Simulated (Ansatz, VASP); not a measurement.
# LaTe in VASP and in Ansatz

```
La Te
1.0
    -0.06422    3.17889    3.17889
     3.17889   -0.06422    3.17889
     3.17889    3.17889   -0.06422
La Te
1 1
Direct
  0.00000 0.00000 0.00000
  0.50000 0.50000 0.50000
```

Change from the starting cell: equal xy, yz and zx shear strains of -2 %, crystal datasets.

Alike in both runs: task electric field gradients; functional LDA; k mesh 10 × 10 × 10; occupations fermi-dirac, width 0.08 eV; no spin polarisation.

|  | VASP | Ansatz |
| --- | --- | --- |
| version | VASP 6.6.1 | Ansatz 0.2.0 |
| potentials or method | VASP PAW LDA potentials, release 64 (La, Te), cutoff 520 eV | all-electron PAW with datasets made for the crystal, scalar-relativistic |

```csv
,VASP,Ansatz,Ansatz less VASP
pressure (GPa),-2.1,-2.1,-0.02
"traceless stress, the component that is largest in VASP (GPa)",0.20,0.20,0.000
size of Vzz on the site where it differs most (V/Å²),6.0,6.6,+0.59
```

LDA's correlation is that of Perdew and Zunger in VASP and of Perdew and Wang (1992) in Ansatz. Ansatz ran all-electron here, and VASP with PAW potentials.

Neither program's run includes spin-orbit coupling.
